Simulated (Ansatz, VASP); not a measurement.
CsPbBr3 in VASP and in Ansatz

```
Pb Cs Br
1.0
     5.87000    0.00000    0.00000
     0.00000    5.87000    0.00000
     0.00000    0.00000    5.87000
Pb Cs Br
1 1 3
Cartesian
  2.9350 2.9350 2.9350
  0.0000 0.0000 0.0000
  2.9350 2.9350 0.0000
  2.9350 0.0000 2.9350
  0.0000 2.9350 2.9350
```

Alike in both runs: functional r2SCAN; k mesh 4 × 4 × 4; no spin polarisation.

|  | VASP | Ansatz |
| --- | --- | --- |
| version | VASP 6.6.1 | Ansatz 0.2.0 |
| potentials or method | VASP PAW PBE potentials, release 64 (Pb_d, Cs_sv, Br) | Ansatz PAW |
| plane-wave cutoff (eV) | 520 | 500 |
| occupations | gaussian, width 0.01 eV | fixed |
| valence electrons in the cell | 44 | 44 |
| task | single point | band structure |

|  | VASP | Ansatz | Ansatz less VASP |
| --- | --- | --- | --- |
| gap on the k mesh at the Fermi level (eV) | 1.90 | 1.89 | -0.013 |
| least direct gap on the mesh (eV) | 1.90 | 1.89 | -0.013 |
| pressure (GPa) | 0.9 | 0.9 | 0.00 |

VASP's potentials were made for PBE, not for r2SCAN.

Spin-orbit coupling is off throughout.
